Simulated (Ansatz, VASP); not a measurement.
# BN: VASP beside Ansatz

INCAR

```
PREC = Accurate
ENCUT = 520
EDIFF = 1E-6
ISMEAR = 0
SIGMA = 0.02
LREAL = F
LASPH = T
NELM = 80
ALGO = Normal
ISIF = 2
LWAVE = F
LCHARG = F
GGA = PE
NBANDS = 16
```

File KPOINTS:

```
Automatic mesh
0
Gamma
  12 12 6
```

Contents of POSCAR:

```
BN
1.0
    2.6671557442      0.0766181881     -0.0246455172
   -1.2672245749      2.2800529939      0.0364974765
   -0.0407891507      0.0461995251      4.4165139838
B N
2 2
Direct
    0.6759313267      0.3034433308      1.0093221528
    0.3190936240      0.7118068533      0.5109782304
    0.6616222789      0.3382253250      0.6165886899
    0.3433527704      0.6465244909      0.1131109269
```

Input for Ansatz:

```yaml
crystal:
  lattice:
    - [2.6671557442, 0.0766181881, -0.0246455172]
    - [-1.2672245749, 2.2800529939, 0.0364974765]
    - [-0.0407891507, 0.0461995251, 4.4165139838]
  atoms:
    - { symbol: B, position: [0.6759313267, 0.3034433308, 1.0093221528] }
    - { symbol: B, position: [0.319093624, 0.7118068533, 0.5109782304] }
    - { symbol: "N", position: [0.6616222789, 0.338225325, 0.6165886899] }
    - { symbol: "N", position: [0.3433527704, 0.6465244909, 0.1131109269] }
basis:
  ecutwfc: 420
kpoints:
  mp_grid: { grid: [12, 12, 6] }
hamiltonian:
  xc: pbe
scf:
  occupations: { method: gaussian, width: 0.02 }
output:
  forces: true
  stress: true
  eigenvalues: true
```

Change from the starting cell: all atoms moved at random, cell strained at random.

Alike in both runs: task single point; functional PBE; k mesh 12 × 12 × 6; occupations gaussian, width 0.02 eV; no spin polarisation.

```csv
,VASP,Ansatz
version,VASP 6.6.1,Ansatz 0.2.0
potentials or method,"VASP PAW PBE potentials, release 64 (B, N), cutoff 520 eV","scalar-relativistic, plane waves, PAW"
valence electrons in the cell,16,16
```

```csv
,VASP,Ansatz,Ansatz less VASP
gap on the k mesh at the Fermi level (eV),4.30,4.31,+0.008
least direct gap on the mesh (eV),6.26,6.26,-0.006
pressure (GPa),-35.7,-35.6,+0.06
"traceless stress, the component that is largest in VASP (GPa)",-18.60,-18.59,+0.010
rms of the force components (eV/Å),1.141,1.134,-0.0065
```

Atom by atom the forces differ by 0.008 eV/Å (rms over components). Both programs put the cell under strong tension, so it lies far from rest at this level.

Noted on VASP's run: the cell as given lies far from equilibrium.
